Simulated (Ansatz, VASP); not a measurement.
# Two plane-wave programs on SiC4

```
Si C
1.0
    -1.25659    1.25659    5.75925
     1.25659   -1.25659    5.75925
     1.25659    1.25659   -5.75925
Si C
1 4
Direct
  0.00000 0.00000 0.00000
  0.60259 0.60259 0.00000
  0.27316 0.27316 0.00000
  0.72684 0.72684 0.00000
  0.39741 0.39741 0.00000
```

Alike in both runs: functional PBE; k mesh 20 × 20 × 20; occupations gaussian, width 0.1 eV; no spin polarisation.

Ansatz relaxed the structure, and its values are those at the end. VASP's run is a single point on that final structure, the one shown.

|  | VASP | Ansatz |
| --- | --- | --- |
| version | VASP 6.6.1 | Ansatz 0.2.0 |
| potentials or method | VASP PAW PBE potentials, release 64 (Si, C), cutoff 520 eV | scalar-relativistic, plane waves, PAW |
| valence electrons in the cell | 20 | 20 |

|  | VASP | Ansatz | Ansatz less VASP |
| --- | --- | --- | --- |
| gap on the k mesh at the Fermi level (eV) | none | none | - |
| pressure (GPa) | 0.3 | 0.0 | -0.28 |
| rms of the force components (eV/Å) | 0.029 | 0.000 | -0.0285 |

A gap of «none» marks a metal or a gap that the smearing closes.
